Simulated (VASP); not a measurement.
# TaN (P6_3/mmc) in VASP: further runs, part 2 of 2

VASP 6.6.1. The steps go on from the part before.

## (3) Single point, PBEsol (10.49 Å³/atom)

This run uses another cell than the first one, of 10.49 Å³/atom.

Input file INCAR:

```
SYSTEM = TaN
PREC     = Accurate       ! precision mode
ENCUT    = 520            ! plane-wave cutoff, eV
EDIFF    = 1E-6           ! SCF threshold, eV
ISMEAR   = -1             ! smearing method
SIGMA    = 0.01           ! smearing width, eV
LREAL    = .False.        ! projectors in reciprocal space
LASPH    = .True.         ! aspherical terms in the spheres
NELM     = 100            ! most SCF steps
ALGO     = Normal         ! electronic algorithm
ISIF     = 2              ! what is computed and relaxed
LWAVE    = .False.        ! write WAVECAR
LCHARG   = .False.        ! write CHGCAR
GGA      = PS             ! functional
NBANDS   = 24             ! bands
```

Input file KPOINTS:

```
Automatic mesh
0
Gamma
  9 9 5
  0 0 0
```

Input file POSCAR:

```
TaN
1.0
    3.1077819002      0.0000000000      0.0000000000
   -1.5538909501      2.6914180749      0.0000000000
    0.0000000000      0.0000000000      5.0144558607
Ta N
2 2
Direct
    0.0000000000      0.0000000000      0.0000000000
    0.0000000000      0.0000000000      0.5000000000
    0.3333333333      0.6666666667      0.2500000000
    0.6666666667      0.3333333333      0.7500000000
```

Potentials or basis: VASP PAW PBE potentials, release 64 (Ta_pv, N).

The run is started by

```
> cat potpaw_PBE.64/Ta_pv/POTCAR potpaw_PBE.64/N/POTCAR > POTCAR
> mpirun -np 1 vasp_std > vasp.out
```

OUTCAR:

```text
SYSTEM = TaN
   PREC = Accurate
   ENCUT = 520
   EDIFF = 1E-6
   ISMEAR = -1
   LREAL = .False.
   LASPH = .True.
   NELM = 100
   ISIF = 2
   GGA = PS

 ion  position               nearest neighbor table
   1  0.000  0.000  0.000-   3 2.19   4 2.19   3 2.19   4 2.19   4 2.19   3 2.19   2 2.51   2 2.51

   2  0.000  0.000  0.500-   3 2.19   4 2.19   3 2.19   4 2.19   4 2.19   3 2.19   1 2.51   1 2.51

   3  0.333  0.667  0.250-   1 2.19   2 2.19   1 2.19   2 2.19   1 2.19   2 2.19
   4  0.667  0.333  0.750-   1 2.19   2 2.19   1 2.19   2 2.19   1 2.19   2 2.19

  LATTYP: Found a hexagonal cell.
 ALAT       =     3.1077819002
 C/A-ratio  =     1.6135160129

  Lattice vectors:

 A1 = (   3.1077819002,   0.0000000000,   0.0000000000)
 A2 = (  -1.5538909501,   2.6914180749,   0.0000000000)
 A3 = (   0.0000000000,   0.0000000000,   5.0144558607)

Analysis of symmetry for initial positions (statically):
=====================================================================
 Subroutine PRICEL returns:
 Original cell was already a primitive cell.

 Routine SETGRP: Setting up the symmetry group for a
 hexagonal supercell.

 Subroutine GETGRP returns: Found 24 space group operations
 (whereof 12 operations were pure point group operations)
 out of a pool of 24 trial point group operations.

The static configuration has the point symmetry D_3d.
 The point group associated with its full space group is D_6h.

Analysis of symmetry for dynamics (positions and initial velocities):
=====================================================================
 Subroutine PRICEL returns:
 Original cell was already a primitive cell.

 Routine SETGRP: Setting up the symmetry group for a
 hexagonal supercell.

 Subroutine GETGRP returns: Found 24 space group operations
 (whereof 12 operations were pure point group operations)
 out of a pool of 24 trial point group operations.

The dynamic configuration has the point symmetry D_3d.
 The point group associated with its full space group is D_6h.

 Subroutine INISYM returns: Found 24 space group operations
 (whereof 12 operations are pure point group operations),
 and found     1 'primitive' translations

----------------------------------------------------------------------------------------

                                     Primitive cell

  volume of cell :      41.9426

  direct lattice vectors                    reciprocal lattice vectors
     3.107781900  0.000000000  0.000000000     0.321772902  0.185775671  0.000000000
    -1.553890950  2.691418075  0.000000000     0.000000000  0.371551343  0.000000000
     0.000000000  0.000000000  5.014455861     0.000000000  0.000000000  0.199423433

  length of vectors
     3.107781900  3.107781900  5.014455861     0.371551343  0.371551343  0.199423433

  position of ions in fractional coordinates (direct lattice)
     0.000000000  0.000000000  0.000000000
     0.000000000  0.000000000  0.500000000
     0.333333333  0.666666667  0.250000000
     0.666666667  0.333333333  0.750000000

  ion indices of the primitive-cell ions
   primitive index   ion index
                 1           1
                 2           2
                 3           3
                 4           4

----------------------------------------------------------------------------------------

 KPOINTS: Automatic mesh

Automatic generation of k-mesh.
 Grid dimensions read from file:
 generate k-points for:    9    9    5

 Generating k-lattice:

  Cartesian coordinates                     Fractional coordinates (reciprocal lattice)
     0.035752545  0.020641741  0.000000000     0.111111111 -0.000000000  0.000000000
     0.000000000  0.041283483  0.000000000     0.000000000  0.111111111  0.000000000
     0.000000000  0.000000000  0.039884687     0.000000000  0.000000000  0.200000000

  Length of vectors
     0.041283483  0.041283483  0.039884687

  Shift w.r.t. Gamma in fractional coordinates (k-lattice)
     0.000000000  0.000000000  0.000000000

 Subroutine IBZKPT returns following result:
 ===========================================

 Found     36 irreducible k-points:

 Following reciprocal coordinates:
            Coordinates               Weight
  0.000000  0.000000  0.000000      1.000000
  0.111111  0.000000  0.000000      6.000000
  0.222222 -0.000000  0.000000      6.000000
  0.333333  0.000000  0.000000      6.000000
  0.444444 -0.000000  0.000000      6.000000
  0.111111  0.111111  0.000000      6.000000
[... 16 lines left out ...]
  0.333333  0.222222  0.200000     24.000000
  0.333333  0.333333  0.200000      4.000000
 [... further k-points ...]
   k-points           NKPTS =     36   k-points in BZ     NKDIM =     36   number of bands    NBANDS=     24
   number of dos      NEDOS =    301   number of ions     NIONS =      4
   total plane-waves  NPLWV =  23040
   dimension x,y,z NGX =    24 NGY =   24 NGZ =   40
   dimension x,y,z NGXF=    48 NGYF=   48 NGZF=   80
   ions per type =               2   2
   NGX,Y,Z   is equivalent  to a cutoff of  12.84, 12.84, 13.26 a.u.
   NGXF,Y,Z  is equivalent  to a cutoff of  25.68, 25.68, 26.52 a.u.
 SYSTEM =  TaN
   PREC   = accura    normal or accurate (medium, high low for compatibility)
   ISTART =      0    job   : 0-new  1-cont  2-samecut
   ICHARG =      2    charge: 1-file 2-atom 10-const
   ISPIN  =      1    spin polarized calculation?
   LNONCOLLINEAR =      F non collinear calculations
   LSORBIT =      F    spin-orbit coupling
   LASPH  =      T    aspherical Exc in radial PAW
   ENCUT  =  520.0 eV  38.22 Ry    6.18 a.u.   5.78  5.78  9.32*2*pi/ulx,y,z
   NELM   =    100;   NELMIN=  2; NELMDL= -5     # of ELM steps
   EDIFF  = 0.1E-05   stopping-criterion for ELM
   LREAL  =      F    real-space projection
   EDIFFG = 0.1E-04   stopping-criterion for IOM
   NSW    =      0    number of steps for IOM
   IBRION =     -1    ionic relax: 0-MD 1-quasi-New 2-CG
   NFREE  =      0    steps in history (QN), initial steepest desc. (CG)
   ISIF   =      2    stress and relaxation
   ISYM   =      2    0-nonsym 1-usesym 2-fastsym
   POTIM  = 0.5000    time-step for ionic-motion
   TEBEG  =    0.0;   TEEND  =   0.0 temperature during run
   PSTRESS=    0.0 pullay stress
   NELECT =      32.0000    total number of electrons
   NUPDOWN=      -1.0000    fix difference up-down
   EMIN   =  10.00;   EMAX   =-10.00  energy-range for DOS
   EFERMI =   0.00;   METHOD = LEGACY
   ISMEAR =    -1;   SIGMA  =   0.01  broadening in eV -4-tet -1-fermi 0-gaus
   EFERMI_NEDOS =   21; number of points for ismear=-14 and -15
   IALGO  =     38    algorithm
   IMIX   =      4    mixing-type and parameters
     AMIX     =   0.40;   BMIX     =  1.00
     AMIX_MAG =   1.60;   BMIX_MAG =  1.00
  volume/ion in A,a.u.               =      10.49        70.76
  Fermi-wavevector in a.u.,A,eV,Ry     =   1.495913  2.826866 30.446512  2.237756
  Thomas-Fermi vector in A             =   2.607997
   LORBIT       =      0    0 simple, 1 ext, 2 COOP (PROOUT), +10 PAW based schemes
   GGA     = PS    functional components
   LHFCALC =     F    Hartree Fock is set to
   AEXX    =    0.0000 exact exchange contribution
   IVDW    =     0    specifies the selected vdW correction
   LEPSILON=     F    determine dielectric tensor
   LRPA    =     F    only Hartree local field effects (RPA)
 non-spin polarized calculation
  energy-cutoff  :      520.00
  volume of cell :       41.94
 maximum number of plane-waves:      1152
 NGX is ok and might be reduce to    24
   NGX = 11   NGY = 11   NGZ = 19

 number of electron      31.9999997 magnetization

 Free energy of the ion-electron system (eV)
  ---------------------------------------------------
  ext. energy  EPLUGINS =         0.00000000
  ---------------------------------------------------
  free energy    TOTEN  =       -44.83826720 eV

  energy without entropy =      -44.83652991  energy(sigma->0) =      -44.83739855

 E-fermi :   9.0510     XC(G=0): -13.5804

 val. band max:        9.0490002520   @ k =   0.2222   0.2222   0.4000
 cond. band min:       9.0602606277   @ k =   0.4444  -0.0000   0.2000
 fundamental gap:      0.0112603757
 Fermi energy:         9.0509666008

 k-point     1 :       0.0000    0.0000    0.0000
  band No.  band energies     occupation
      1     -27.8163      2.00000
      2     -26.2925      2.00000
      3     -26.2925      2.00000
      4     -25.9782      2.00000
      5     -25.9782      2.00000
      6     -25.2168      2.00000
[... 637 lines left out ...]
     23      15.9043      0.00000
     24      15.9043      0.00000

 [... further k-points ...]
[... 5 lines left out ...]
  --------------------------------------------------------------------------------------
  -------------------------------------------------------------------------------------
  Total       -0.1626356     -0.1626356     18.1429207      0.0000000      0.0000000      0.0000000
  in kB       -6.2125612     -6.2125612    693.0463381      0.0000000      0.0000000      0.0000000
  external PRESSURE =     226.8737386 kB  Pullay stress =       0.0000000 kB

 VOLUME and BASIS-vectors are now :
 -----------------------------------------------------------------------------
  energy-cutoff  :      520.00
  volume of cell :       41.94
      direct lattice vectors                 reciprocal lattice vectors
     3.107781900  0.000000000  0.000000000     0.321772902  0.185775671  0.000000000
    -1.553890950  2.691418075  0.000000000     0.000000000  0.371551343  0.000000000
     0.000000000  0.000000000  5.014455861     0.000000000  0.000000000  0.199423433

 POSITION                                       TOTAL-FORCE (eV/Angst)
 -----------------------------------------------------------------------------------
      0.00000      0.00000      0.00000         0.000000     -0.000000      0.000000
      0.00000      0.00000      2.50723         0.000000     -0.000000      0.000000
     -0.00000      1.79428      1.25361        -0.000000      0.000000     -0.000000
      1.55389      0.89714      3.76084         0.000000     -0.000000      0.000000
 -----------------------------------------------------------------------------------
    total drift:                               -0.000000      0.000000      0.000000

  FREE ENERGIE OF THE ION-ELECTRON SYSTEM (eV)
  ---------------------------------------------------
  free  energy   TOTEN  =       -44.8382671989 eV

  energy  without entropy=      -44.8365299081  energy(sigma->0) =      -44.83739855
```

Run time: 11 s. Hardware: 1 thread of Intel Xeon 6975P-C (Granite Rapids), shared host; peak memory 0.17 GiB.

Results:

```
Free energy            : -44.8383 eV
Pressure               : 22.7 GPa
Band gap on the k mesh : zero (bands 16 and 17 overlap by 2.36 eV)
```

Caveat: the cell stands under pressure; the PAW data sets were made with another functional, which shifts forces and pressure a little; spin-orbit coupling is left out, which moves the levels of the heavy elements.
